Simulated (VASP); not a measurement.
Here is a VASP 6.6.1 calculation.

Contents of INCAR:

```
ALGO = Normal
EDIFF = 1E-8
ENCUT = 520
GGA = PE
ISIF = 2
ISMEAR = -1
ISPIN = 2
LASPH = T
LCHARG = F
LEFG = T
LMAXMIX = 4
LORBIT = 11
LREAL = F
LWAVE = F
MAGMOM = 4 0
NBANDS = 24
NELM = 150
PREC = Accurate
SIGMA = 0.05
```

File KPOINTS:

```
k-points
0
Gamma
  11 11 11
```

Contents of POSCAR:

```
MnHg
1.0
    3.2214501021      0.0000000000      0.0000000000
    0.0000000000      3.2214501021      0.0000000000
    0.0000000000      0.0000000000      3.2459440962
Mn Hg
1 1
Direct
    0.5000000000      0.5000000000      0.5000000000
    0.0000000000      0.0000000000      0.0000000000
```

Potentials or basis: VASP PAW PBE potentials, release 64 (Mn_pv, Hg).

The run is started by

```sh
$ cat potpaw_PBE.64/Mn_pv/POTCAR potpaw_PBE.64/Hg/POTCAR > POTCAR
$ mpirun -np 1 vasp_std > vasp.out
```

Problem. Predict the net moment.

Solution. 3.70 μB per cell.

Problem. What does it give for the site moments?

Solution. Mn +3.64; Hg -0.06 μB.

Problem. Estimate the pressure.

Solution. 8.2 GPa.

Stress tensor (GPa, compression positive):
```
8.22 0.00 0.00
0.00 8.22 0.00
0.00 0.00 8.07
```

Caveat: the cell stands under pressure; without QUAD_EFG the Cq values of the log hold for a quadrupole moment of 1 mb, not for the nuclei.
